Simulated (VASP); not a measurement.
Crystal: BeS.

```
CELL_PARAMETERS angstrom
0.00000 2.43806 2.43806
2.43806 0.00000 2.43806
2.43806 2.43806 0.00000
ATOMIC_POSITIONS crystal
Be 0.00000 0.00000 0.00000
S 0.75000 0.75000 0.75000
```

* Program: VASP 6.6.1
* Task: relaxation of cell and atoms
* Functional: LDA
* Potentials or basis: VASP PAW LDA potentials, release 64 (Be, S)
* Cutoff: 600 eV
* k mesh: 8 × 8 × 8
* Occupations: fermi-dirac, width 0.02 eV
* Spin: no spin polarisation

At the start: pressure -4.5 GPa; volume 14.49 Å³/atom.

Task: Where does the relaxation end?

Result: Over 3 steps the energy falls by 10.2 meV/atom and the volume is 13.80 Å³/atom (-4.8 %); space group F-43m (No. 216, to 0.05 Å).

The path:
| step | energy change (eV) | largest force (eV/Å) | pressure (GPa) | volume (Å³) |
| --- | --- | --- | --- | --- |
| 1 | 0.0000 | 0.0000 | -4.55 | 28.98 |
| 2 | -0.0192 | 0.0000 | 1.19 | 27.29 |
| 3 | -0.0204 | 0.0000 | 0.00 | 27.60 |

Final structure:
```yaml
crystal:
  lattice:
    - [0.00000, 2.39866, 2.39866]
    - [2.39866, 0.00000, 2.39866]
    - [2.39866, 2.39866, 0.00000]
  atoms:
    - { symbol: Be, position: [0.00000, 0.00000, 0.00000] }
    - { symbol: S, position: [0.75000, 0.75000, 0.75000] }
```
